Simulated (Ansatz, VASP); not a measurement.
AlN in VASP and in Ansatz

```
Al N
1.0
     3.13021    0.00000    0.00000
     0.00000    5.01804    0.00000
     0.00000    0.00000   26.74697
Al N
10 10
Direct
  0.00000 0.00077 0.28041
  0.50000 0.50077 0.31419
  0.50000 0.00077 0.38176
  0.00000 0.50077 0.41554
  0.00000 0.00077 0.48311
  0.50000 0.50077 0.51689
  0.50000 0.00077 0.58446
  0.00000 0.50077 0.61824
  0.00000 0.00077 0.68581
  0.50000 0.50077 0.71959
  0.00000 0.61923 0.28041
  0.50000 0.11923 0.31419
  0.50000 0.61923 0.38176
  0.00000 0.11923 0.41554
  0.00000 0.61923 0.48311
  0.50000 0.11923 0.51689
  0.50000 0.61923 0.58446
  0.00000 0.11923 0.61824
  0.00000 0.61923 0.68581
  0.50000 0.11923 0.71959
```

Alike in both runs: task single point; functional PBE; k mesh 9 × 6 × 1; occupations gaussian, width 0.05 eV; no spin polarisation.

|  | VASP | Ansatz |
| --- | --- | --- |
| version | VASP 6.6.1 | Ansatz 0.2.0 |
| potentials or method | VASP PAW PBE potentials, release 64 (Al, N), cutoff 520 eV | scalar-relativistic, plane waves, PAW |
| valence electrons in the cell | 80 | 80 |

```csv
,VASP,Ansatz,Ansatz less VASP
gap on the k mesh at the Fermi level (eV),1.38,1.38,+0.006
least direct gap on the mesh (eV),1.45,1.45,+0.003
rms of the force components (eV/Å),0.682,0.684,+0.0016
```

Ansatz's warnings: xc potential rough in thin density.
